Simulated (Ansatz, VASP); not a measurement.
Two plane-wave programs on Nb

```
Nb
1.0
    -1.66395    1.85114    1.66395
     1.66395   -1.85114    1.66395
     1.66395    1.85114   -1.66395
Nb
1
Direct
  0.00000 0.00000 0.00000
```

Change from the starting cell: strain +0.1125 x Voigt [0, 1, 0, 0, 0, 0], atoms carried along.

Alike in both runs: task single point; functional PBEsol; k mesh 20 × 20 × 20; occupations gaussian, width 0.15 eV; no spin polarisation.

|  | VASP | Ansatz |
| --- | --- | --- |
| version | VASP 6.6.1 | Ansatz 0.2.0 |
| potentials or method | VASP PAW PBE potentials, release 64 (Nb_sv), cutoff 520 eV | scalar-relativistic, plane waves, PAW |
| valence electrons in the cell | 13 | 13 |

|  | VASP | Ansatz | Ansatz less VASP |
| --- | --- | --- | --- |
| gap on the k mesh at the Fermi level (eV) | none | none | - |
| pressure (GPa) | -20.9 | -20.6 | +0.25 |
| traceless stress, the component that is largest in VASP (GPa) | -5.70 | -5.73 | -0.030 |

VASP's potentials were made for PBE, not for PBEsol. A gap of «none» marks a metal or a gap that the smearing closes.
